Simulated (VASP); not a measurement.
The system is InSe.

```
CELL_PARAMETERS angstrom
5.78729 -2.04086 0.00000
5.78729 2.04086 0.00000
-1.71167 0.00000 4.73932
ATOMIC_POSITIONS crystal
In 0.88820 0.88820 0.04684
In 0.11180 0.11180 0.95316
Se 0.66093 0.66093 0.66896
Se 0.33907 0.33907 0.33104
```

Base run:

| Quantity | Value |
| --- | --- |
| Program | VASP 6.6.1 |
| Functional | PBEsol |
| Potentials or basis | VASP PAW PBE potentials, release 64 (In_d, Se) |
| Cutoff | 520 eV |
| k mesh | 7 × 7 × 6 |
| Occupations | fermi-dirac, width 0.05 eV |
| Spin | no spin polarisation |

Its results: band gap on the k mesh 1.10 eV, indirect (least direct gap 1.22 eV); pressure -0.1 GPa; largest force 0.242 eV/Å.

The run is repeated on the same cell with these changes: functional from PBEsol to r2SCAN; further incar settings from ALGO = Normal; EDIFF = 1e-06; NBANDS = 27 to ALGO = Normal; EDIFF = 1e-07; NBANDS = 27. What comes out?

Band gap on the k mesh 1.54 eV, indirect (least direct gap 1.69 eV); pressure 1.1 GPa; largest force 0.177 eV/Å.

Caveats: the PAW data sets were made with another functional, which shifts forces and pressure a little; spin-orbit coupling is left out, which moves the levels of the heavy elements.

A k mesh can miss the band edges.
